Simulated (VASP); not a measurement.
Here is a VASP 6.6.1 calculation.

The input INCAR:

```
SYSTEM = Mg2O5
ALGO = Normal
EDIFF = 1E-6
ENCUT = 520
GGA = PE
ISIF = 2
ISMEAR = -1
LASPH = .TRUE.
LCHARG = .FALSE.
LREAL = .FALSE.
LWAVE = .FALSE.
NBANDS = 47
NELM = 100
PREC = Accurate
SIGMA = 0.06122561905347299
```

KPOINTS

```
k-points
0
G
  7 7 7
  0 0 0
```

File POSCAR:

```
Mg2O5
1.0
    5.2131068680      0.0000000000      0.0000000000
    0.0000000000      5.2131068680      0.0000000000
    0.0000000000      0.0000000000      5.2131068680
Mg O
4 10
Direct
    0.0000000000      0.0000000000      0.0000000000
    0.5000000000      0.5000000000      0.0000000000
    0.5000000000      0.0000000000      0.5000000000
    0.0000000000      0.5000000000      0.5000000000
    0.5000000000      0.0000000000      0.0000000000
    0.0000000000      0.5000000000      0.0000000000
    0.0000000000      0.0000000000      0.5000000000
    0.5000000000      0.5000000000      0.5000000000
    0.7500000000      0.7500000000      0.2500000000
    0.7500000000      0.2500000000      0.7500000000
    0.2500000000      0.7500000000      0.7500000000
    0.7500000000      0.2500000000      0.2500000000
    0.2500000000      0.7500000000      0.2500000000
    0.2500000000      0.2500000000      0.7500000000
```

Potentials or basis: VASP PAW PBE potentials, release 64 (Mg, O).

Run with:

```bash
$ cat potpaw_PBE.64/Mg/POTCAR potpaw_PBE.64/O/POTCAR > POTCAR
$ mpirun -np 1 vasp_std > vasp.out
```

Problem. Estimate the pressure.

Solution. -2.9 GPa.

Problem. What does it give for the band gap on the k mesh?

Solution. Zero (band 34 reaches 2.84 eV, above the bottom of band 35 at 2.59 eV).
